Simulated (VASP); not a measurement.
# Mg (C2/m) in VASP: notebook

Mg is run at these levels: LDA; tasks: single point.

All numbers are computed with VASP 6.6.1; they aren't measurements. Logs are shortened: lines on timing, memory, paths and dates and some standing lists are left out, and cuts for length are marked.

## (1) The cell of the first run

Symmetry: C2/m, No. 12, monoclinic system. The conventional cell has a = 3.051 Å, b = 5.283 Å, c = 3.045 Å, α = 90.00°, β = 91.72°, γ = 90.00°. Within 4.0 Å of Mg (site symmetry 2/m) lie 8 Mg at 3.05 Å.

## (2) Single point, LDA (strain -0.0300 x Voigt [0, 0, 0, 0, 1, 0])

The input, INCAR:

```
ALGO     = Fast           # electronic algorithm
EDIFF    = 1E-6           # SCF threshold, eV
ENCUT    = 520            # plane-wave cutoff, eV
ISIF     = 2              # what is computed and relaxed
ISMEAR   = 0              # smearing method
LASPH    = True           # aspherical terms in the spheres
LCHARG   = False          # write CHGCAR
LREAL    = False          # projectors in reciprocal space
LWAVE    = False          # write WAVECAR
NBANDS   = 7              # bands
NELM     = 60             # most SCF steps
PREC     = Accurate       # precision mode
SIGMA    = 0.15           # smearing width, eV
```

The input, KPOINTS:

```
k-points
0
Gamma
  18 18 16
```

The input, POSCAR:

```
Mg
1.0
    3.0502998005      0.0000000000     -0.0457544970
   -1.5251499003      2.6416371164      0.0228772485
   -0.0456725635      0.0000000000      3.0448375700
Mg
1
Direct
    0.0000000000      0.0000000000      0.0000000000
```

Potentials or basis: VASP PAW LDA potentials, release 64 (Mg).

The run is started by

```sh
cat potpaw_LDA.64/Mg/POTCAR > POTCAR
mpirun -np 1 vasp_std > vasp.out
```

OUTCAR:

```text
EDIFF = 1E-6
   ENCUT = 520
   ISIF = 2
   ISMEAR = 0
   LASPH = True
   LREAL = False
   NELM = 60
   PREC = Accurate

 ion  position               nearest neighbor table
   1  0.000  0.000  0.000-

  LATTYP: Found a base centered monoclinic cell.
 ALAT       =     3.0506429399
 B/A-ratio  =     1.7318559847
 C/A-ratio  =     0.9982092808
 COS(beta)  =    -0.0299932515

  Lattice vectors:

 A1 = (   1.5251499003,  -2.6416371164,  -0.0228772485)
 A2 = (   1.5251499002,   2.6416371164,  -0.0228772485)
 A3 = (  -0.0456725635,   0.0000000000,   3.0448375700)

Analysis of symmetry for initial positions (statically):
=====================================================================
 Subroutine PRICEL returns:
 Original cell was already a primitive cell.

 Routine SETGRP: Setting up the symmetry group for a
 base centered monoclinic supercell.

 Subroutine GETGRP returns: Found  4 space group operations
 (whereof  4 operations were pure point group operations)
 out of a pool of  4 trial point group operations.

The static configuration has the point symmetry C_2h.

Analysis of symmetry for dynamics (positions and initial velocities):
=====================================================================
 Subroutine PRICEL returns:
 Original cell was already a primitive cell.

 Routine SETGRP: Setting up the symmetry group for a
 base centered monoclinic supercell.

 Subroutine GETGRP returns: Found  4 space group operations
 (whereof  4 operations were pure point group operations)
 out of a pool of  4 trial point group operations.

The dynamic configuration has the point symmetry C_2h.

 Subroutine INISYM returns: Found  4 space group operations
 (whereof  4 operations are pure point group operations),
 and found     1 'primitive' translations

----------------------------------------------------------------------------------------

                                     Primitive cell

  volume of cell :      24.5291

  direct lattice vectors                    reciprocal lattice vectors
     3.050299800  0.000000000 -0.045754497     0.327910408  0.189276565  0.004918656
    -1.525149900  2.641637116  0.022877248     0.000000000  0.378553130  0.000000000
    -0.045672563  0.000000000  3.044837570     0.004927480  0.000000000  0.328498656

  length of vectors
     3.050642940  3.050385589  3.045180095     0.378648976  0.378553130  0.328535610

  position of ions in fractional coordinates (direct lattice)
     0.000000000  0.000000000  0.000000000

  ion indices of the primitive-cell ions
   primitive index   ion index
                 1           1

----------------------------------------------------------------------------------------

 KPOINTS: k-points

Automatic generation of k-mesh.
 Grid dimensions read from file:
 generate k-points for:   18   18   16

 Generating k-lattice:

  Cartesian coordinates                     Fractional coordinates (reciprocal lattice)
     0.018217245  0.010515365  0.000273259     0.055555556 -0.000000000  0.000000000
     0.000000000  0.021030729  0.000000000     0.000000000  0.055555556  0.000000000
     0.000307967  0.000000000  0.020531166     0.000000000  0.000000000  0.062500000

  Length of vectors
     0.021036054  0.021030729  0.020533476

  Shift w.r.t. Gamma in fractional coordinates (k-lattice)
     0.000000000  0.000000000  0.000000000

 Subroutine IBZKPT returns following result:
 ===========================================

 Found   1379 irreducible k-points:

 Following reciprocal coordinates:
            Coordinates               Weight
  0.000000  0.000000  0.000000      1.000000
  0.055556 -0.000000  0.000000      4.000000
  0.111111 -0.000000  0.000000      4.000000
  0.166667 -0.000000 -0.000000      4.000000
  0.222222 -0.000000  0.000000      4.000000
  0.277778 -0.000000 -0.000000      4.000000
[... 16 lines left out ...]
 -0.333333  0.055556  0.000000      4.000000
 -0.277778  0.055556  0.000000      4.000000
 [... further k-points ...]
   k-points           NKPTS =   1379   k-points in BZ     NKDIM =   1379   number of bands    NBANDS=      7
   number of dos      NEDOS =    301   number of ions     NIONS =      1
   total plane-waves  NPLWV =  13824
   dimension x,y,z NGX =    24 NGY =   24 NGZ =   24
   dimension x,y,z NGXF=    48 NGYF=   48 NGZF=   48
   ions per type =               1
   NGX,Y,Z   is equivalent  to a cutoff of  13.08, 13.08, 13.10 a.u.
   NGXF,Y,Z  is equivalent  to a cutoff of  26.16, 26.16, 26.20 a.u.
 SYSTEM =  unknown system
   PREC   = accura    normal or accurate (medium, high low for compatibility)
   ISTART =      0    job   : 0-new  1-cont  2-samecut
   ICHARG =      2    charge: 1-file 2-atom 10-const
   ISPIN  =      1    spin polarized calculation?
   LNONCOLLINEAR =      F non collinear calculations
   LSORBIT =      F    spin-orbit coupling
   LASPH  =      T    aspherical Exc in radial PAW
   ENCUT  =  520.0 eV  38.22 Ry    6.18 a.u.   5.67  5.67  5.66*2*pi/ulx,y,z
   NELM   =     60;   NELMIN=  2; NELMDL= -5     # of ELM steps
   EDIFF  = 0.1E-05   stopping-criterion for ELM
   LREAL  =      F    real-space projection
   EDIFFG = 0.1E-04   stopping-criterion for IOM
   NSW    =      0    number of steps for IOM
   IBRION =     -1    ionic relax: 0-MD 1-quasi-New 2-CG
   NFREE  =      0    steps in history (QN), initial steepest desc. (CG)
   ISIF   =      2    stress and relaxation
   ISYM   =      2    0-nonsym 1-usesym 2-fastsym
   POTIM  = 0.5000    time-step for ionic-motion
   TEBEG  =    0.0;   TEEND  =   0.0 temperature during run
   PSTRESS=    0.0 pullay stress
   NELECT =       2.0000    total number of electrons
   NUPDOWN=      -1.0000    fix difference up-down
   EMIN   =  10.00;   EMAX   =-10.00  energy-range for DOS
   EFERMI =   0.00;   METHOD = LEGACY
   ISMEAR =     0;   SIGMA  =   0.15  broadening in eV -4-tet -1-fermi 0-gaus
   EFERMI_NEDOS =   21; number of points for ismear=-14 and -15
   IALGO  =     68    algorithm
   IMIX   =      4    mixing-type and parameters
     AMIX     =   0.40;   BMIX     =  1.00
     AMIX_MAG =   1.60;   BMIX_MAG =  1.00
  volume/ion in A,a.u.               =      24.53       165.53
  Fermi-wavevector in a.u.,A,eV,Ry     =   0.709890  1.341497  6.856564  0.503943
  Thomas-Fermi vector in A             =   1.796591
   LORBIT       =      0    0 simple, 1 ext, 2 COOP (PROOUT), +10 PAW based schemes
   GGA     = CA    functional components
   LHFCALC =     F    Hartree Fock is set to
   AEXX    =    0.0000 exact exchange contribution
   IVDW    =     0    specifies the selected vdW correction
   LEPSILON=     F    determine dielectric tensor
   LRPA    =     F    only Hartree local field effects (RPA)
 non-spin polarized calculation
 RMM-DIIS sequential band-by-band and
 Gauss-broadening in eV      SIGMA  =   0.15
  energy-cutoff  :      520.00
  volume of cell :       24.53
 maximum number of plane-waves:       673
   NGX = 11   NGY = 11   NGZ = 11

 number of electron       2.0000000 magnetization

 Free energy of the ion-electron system (eV)
  ---------------------------------------------------
  ext. energy  EPLUGINS =         0.00000000
  ---------------------------------------------------
  free energy    TOTEN  =        -1.57208483 eV

  energy without entropy =       -1.56682645  energy(sigma->0) =       -1.56945564

 E-fermi :   2.1014     XC(G=0):  -8.4416

 val. band max:        2.0989890247   @ k =   0.0556   0.3889   0.4375
 cond. band min:       2.1032562363   @ k =   0.1667   0.2222   0.5000
 fundamental gap:      0.0042672116
 Fermi energy:         2.1014241853

 k-point     1 :       0.0000    0.0000    0.0000
  band No.  band energies     occupation
      1      -4.5283      2.00000
      2      10.1046      0.00000
      3      10.7758      0.00000
      4      14.6327      0.00000
      5      14.6389      0.00000
      6      15.5757      0.00000
      7      15.5822      0.00000

 k-point     2 :       0.0556   -0.0000    0.0000
  band No.  band energies     occupation
      1      -4.4616      2.00000
      2      10.0920      0.00000
      3      10.8334      0.00000
      4      13.4532      0.00000
      5      14.0608      0.00000
      6      15.6397      0.00000
      7      16.2637      0.00000

 k-point     3 :       0.1111   -0.0000    0.0000
  band No.  band energies     occupation
      1      -4.2619      2.00000
      2       9.9604      0.00000
      3      11.0003      0.00000
      4      11.8645      0.00000
      5      13.2855      0.00000
      6      15.2760      0.00000
      7      17.3768      0.00000

 k-point     4 :       0.1667   -0.0000   -0.0000
  band No.  band energies     occupation
      1      -3.9300      2.00000
      2       9.1817      0.00000
      3      10.9137      0.00000
      4      11.3003      0.00000
      5      12.5895      0.00000
      6      14.8933      0.00000
      7      18.6331      0.00000

 k-point     5 :       0.2222   -0.0000    0.0000
  band No.  band energies     occupation
      1      -3.4673      2.00000
      2       7.7124      0.00000
      3      10.7265      0.00000
      4      11.6744      0.00000
      5      11.9960      0.00000
      6      14.6926      0.00000
      7      20.0038      0.00000

 k-point     6 :       0.2778   -0.0000   -0.0000
  band No.  band energies     occupation
      1      -2.8756      2.00000
      2       6.1542      0.00000
      3      10.6479      0.00000
      4      11.5095      0.00000
      5      12.1593      0.00000
      6      14.7641      0.00000
      7      20.0292      0.00000

 k-point     7 :       0.3333    0.0000   -0.0000
  band No.  band energies     occupation
      1      -2.1576      2.00000
      2       4.6547      0.00000
      3      10.5469      0.00000
      4      11.1310      0.00000
      5      12.7513      0.00000
      6      15.1209      0.00000
      7      18.7098      0.00000
[... 121 lines left out ...]
 k-point    20 :       0.5000    0.0556    0.0000
  band No.  band energies     occupation
      1       0.2038      2.00000
      2       1.3941      2.00000
      3       9.0117      0.00000
      4      11.9881      0.00000
      5      14.7123      0.00000
      6      15.8162      0.00000
      7      17.0039      0.00000

 k-point    21 :      -0.4444    0.0556    0.0000
  band No.  band energies     occupation
      1      -0.8029      2.00000
      2       2.6287      0.00000
      3       9.1118      0.00000
      4      12.0291      0.00000
      5      13.8871      0.00000
      6      16.1526      0.00000
      7      16.9835      0.00000

 k-point    22 :      -0.3889    0.0556    0.0000
  band No.  band energies     occupation
      1      -1.7034      2.00000
      2       3.9833      0.00000
      3       9.3052      0.00000
      4      12.0865      0.00000
      5      13.1476      0.00000
      6      15.5561      0.00000
      7      18.1306      0.00000

 k-point    23 :      -0.3333    0.0556    0.0000
  band No.  band energies     occupation
      1      -2.4831      2.00000
      2       5.4380      0.00000
      3       9.5768      0.00000
      4      12.0992      0.00000
      5      12.5483      0.00000
      6      15.1772      0.00000
      7      19.4068      0.00000

 k-point    24 :      -0.2778    0.0556    0.0000
  band No.  band energies     occupation
      1      -3.1380      2.00000
      2       6.9731      0.00000
      3       9.8984      0.00000
      4      11.8679      0.00000
      5      12.2861      0.00000
      6      15.1093      0.00000
      7      20.0221      0.00000

 [... further k-points ...]

------------------------ aborting loop because EDIFF is reached ----------------------------------------

  FORCE on cell =-STRESS in cart. coord.  units (eV):
  Direction    XX          YY          ZZ          XY          YZ          ZX
  --------------------------------------------------------------------------------------
  -------------------------------------------------------------------------------------
  Total       -0.1160302     -0.1145138     -0.1239788      0.0000000      0.0000000     -0.0428918
  in kB       -7.5787814     -7.4797346     -8.0979635      0.0000000      0.0000000     -2.8015804
  external PRESSURE =      -7.7188265 kB  Pullay stress =       0.0000000 kB

 VOLUME and BASIS-vectors are now :
 -----------------------------------------------------------------------------
  energy-cutoff  :      520.00
  volume of cell :       24.53
      direct lattice vectors                 reciprocal lattice vectors
     3.050299800  0.000000000 -0.045754497     0.327910408  0.189276565  0.004918656
    -1.525149900  2.641637116  0.022877248     0.000000000  0.378553130  0.000000000
    -0.045672563  0.000000000  3.044837570     0.004927480  0.000000000  0.328498656

 POSITION                                       TOTAL-FORCE (eV/Angst)
 -----------------------------------------------------------------------------------
      0.00000      0.00000      0.00000         0.000000      0.000000      0.000000
 -----------------------------------------------------------------------------------
    total drift:                                0.000000      0.000000      0.000000

  FREE ENERGIE OF THE ION-ELECTRON SYSTEM (eV)
  ---------------------------------------------------
  free  energy   TOTEN  =        -1.5720848267 eV

  energy  without entropy=       -1.5668264529  energy(sigma->0) =       -1.56945564
```

It took 54 s on 1 thread of Intel Xeon Platinum 8488C (Sapphire Rapids), shared host; peak memory 0.34 GiB.

What came out:

* Free energy: -1.5721 eV
* Pressure: -0.8 GPa
* Band gap on the k mesh: zero (bands 1 and 2 overlap by 5.26 eV)

Stress tensor (GPa, compression positive):
```
-0.76  0.00 -0.28
 0.00 -0.75  0.00
-0.28  0.00 -0.81
```

Levels at points of the mesh, in eV from the Fermi level:
| k point | band 1 | band 2 | band 3 | band 4 | band 5 |
| --- | --- | --- | --- | --- | --- |
| (0.00, 0.00, 0.00) | -6.63 | 8.00 | 8.67 | 12.53 | 12.54 |
| (0.50, 0.00, 0.00) | -1.54 | -1.19 | 8.22 | 8.54 | 12.85 |
| (0.00, 0.50, 0.00) | -1.54 | -1.20 | 8.23 | 8.55 | 12.88 |
| (0.00, 0.00, 0.50) | -3.00 | -2.29 | 14.59 | 14.61 | 16.11 |
| (0.50, 0.00, 0.50) | 1.42 | 2.44 | 2.81 | 3.27 | 11.62 |
| (0.00, 0.50, 0.50) | 1.47 | 2.39 | 2.97 | 3.11 | 11.55 |

Caveat: the cell differs from its parent crystal (strain -0.0300 x Voigt [0, 0, 0, 0, 1, 0]).

## (3) Single point, LDA (strain +0.0150 x Voigt [0, 0, 0, 0, 1, 0])

The input, INCAR:

```
ALGO = Fast ; EDIFF = 1E-7
ENCUT = 520 ; ISIF = 2
ISMEAR = 0 ; LASPH = True
LCHARG = False ; LREAL = False
LWAVE = False ; NBANDS = 7
NELM = 60 ; PREC = Accurate
SIGMA = 0.15
```

KPOINTS is that of step 2.

The input, POSCAR:

```
Mg
1.0
    3.0502998005      0.0000000000      0.0228772485
   -1.5251499003      2.6416371164     -0.0114386243
    0.0228362818      0.0000000000      3.0448375700
Mg
1
Direct
    0.0000000000      0.0000000000      0.0000000000
```

Potentials or basis: VASP PAW LDA potentials, release 64 (Mg).

The run is started by

```sh
cat potpaw_LDA.64/Mg/POTCAR > POTCAR
mpirun -np 1 vasp_std > vasp.out
```

Wall time 62 s (1 thread of Intel Xeon Platinum 8488C (Sapphire Rapids), shared host); peak memory 0.34 GiB.

It converged, with:

| Quantity | Value |
| --- | --- |
| Free energy | -1.5716 eV |
| Pressure | -0.8 GPa |
| Band gap on the k mesh | zero (bands 1 and 2 overlap by 5.31 eV) |

Stress tensor (GPa, compression positive):
```
-0.74  0.00  0.12
 0.00 -0.74  0.00
 0.12  0.00 -0.83
```

Levels at points of the mesh, in eV from the Fermi level:
```csv
k point,band 1,band 2,band 3,band 4,band 5,band 6
"(0.00, 0.00, 0.00)",-6.63,8.00,8.67,12.53,12.53,13.47
"(0.50, 0.00, 0.00)",-1.54,-1.20,8.22,8.54,12.86,13.48
"(0.00, 0.50, 0.00)",-1.54,-1.20,8.22,8.54,12.87,13.52
"(0.00, 0.00, 0.50)",-3.01,-2.30,14.62,14.63,16.09,16.09
"(0.50, 0.00, 0.50)",1.46,2.40,2.91,3.17,11.63,12.27
"(0.00, 0.50, 0.50)",1.47,2.39,2.97,3.11,11.62,12.25
```

Caveat: the cell differs from its parent crystal (strain +0.0150 x Voigt [0, 0, 0, 0, 1, 0]).

(Continued in part 2 of 2.)
